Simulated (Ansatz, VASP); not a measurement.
Mg3MoBr2: VASP beside Ansatz

File INCAR:

```
SYSTEM = Mg3MoBr2
PREC     = Accurate       ! precision mode
ENCUT    = 600            ! plane-wave cutoff, eV
EDIFF    = 1E-7           ! SCF threshold, eV
ISMEAR   = 0              ! smearing method
SIGMA    = 0.1            ! smearing width, eV
LREAL    = .False.        ! projectors in reciprocal space
LASPH    = .True.         ! aspherical terms in the spheres
NELM     = 200            ! most SCF steps
ALGO     = Normal         ! electronic algorithm
ISIF     = 3              ! what is computed and relaxed
LWAVE    = .False.        ! write WAVECAR
LCHARG   = .False.        ! write CHGCAR
ISPIN    = 2              ! spin polarisation
MAGMOM   = 0 0 0 2.47 0 0 ! initial moments
LORBIT   = 11             ! projections on sites
LMAXMIX  = 4              ! l up to which the mixer works
GGA      = PE             ! functional
IBRION   = 2              ! ionic algorithm
NSW      = 100            ! ionic steps
EDIFFG   = -0.01          ! ionic threshold
GGA_COMPAT= .False.      
NELMIN   = 4            
KPAR     = 4
```

File KPOINTS:

```
Automatic mesh
0
Gamma
  10 10 4
  0 0 0
```

POSCAR

```
Mg3MoBr2
1.0
    3.8075662352      0.0000000000      0.0000000000
    0.0000000000      3.8075662352      0.0000000000
    0.0000000000      0.0000000000     11.8242158928
Mg Mo Br
3 1 2
Direct
    0.5000000000      0.5000000000      0.7453282714
    0.5000000000      0.5000000000      0.2546717286
    0.0000000000      0.0000000000      0.0000000000
    0.5000000000      0.5000000000      0.5000000000
    0.0000000000      0.0000000000      0.5000000000
    0.5000000000      0.5000000000      0.0000000000
```

Input for Ansatz:

```yaml
crystal:
  lattice:
    - [3.8075662352, 0.0, 0.0]
    - [0.0, 3.8075662352, 0.0]
    - [0.0, 0.0, 11.8242158928]
  atoms:
    - { symbol: Mg, position: [0.5, 0.5, 0.7453282714] }
    - { symbol: Mg, position: [0.5, 0.5, 0.2546717286] }
    - { symbol: Mg, position: [0.0, 0.0, 0.0] }
    - { symbol: Mo, position: [0.5, 0.5, 0.5], spin: 2.47 }
    - { symbol: Br, position: [0.0, 0.0, 0.5] }
    - { symbol: Br, position: [0.5, 0.5, 0.0] }
basis:
  ecutwfc: 420
kpoints:
  mp_grid: { grid: [10, 10, 4] }
hamiltonian:
  xc: pbe
scf:
  occupations: { method: gaussian, width: 0.1 }
output:
  forces: true
  stress: true
  eigenvalues: true
  populations: true
magnetization:
  spin_polarized: true
relax:
  adjacent_minimum: "off"
  f_tol: 0.01
  max_steps: 80
  cell: { stress_tol: 0.05 }
```

Alike in both runs: task relaxation of cell and atoms; functional PBE; k mesh 10 × 10 × 4; occupations gaussian, width 0.1 eV; collinear spin.

|  | VASP | Ansatz |
| --- | --- | --- |
| version | VASP 6.6.1 | Ansatz 0.2.0 |
| potentials or method | VASP PAW PBE potentials, release 64 (Mg, Mo_sv, Br), cutoff 600 eV | scalar-relativistic, plane waves, PAW |
| valence electrons in the cell | 34 | 58 |

```csv
,VASP,Ansatz,Ansatz less VASP
"gap on the k mesh at the Fermi level, each at its own relaxed structure (eV)",none,none,-
net moment per atom (μB),0.52,0.52,0.000
size of the moment on the site where the two differ most (μB),2.65,2.36,-0.291
relaxed volume (Å³/atom),29.11,29.18,+0.069
relaxed cell length with the largest relative difference (Å),11.910,11.926,+0.0162
```

Site moments also hang on the region over which each program counts them. A gap of «none» marks a metal or a gap that the smearing closes. VASP's potentials hold 34 valence electrons a cell and Ansatz's 58, so a difference there can come from the potentials and not from the codes.
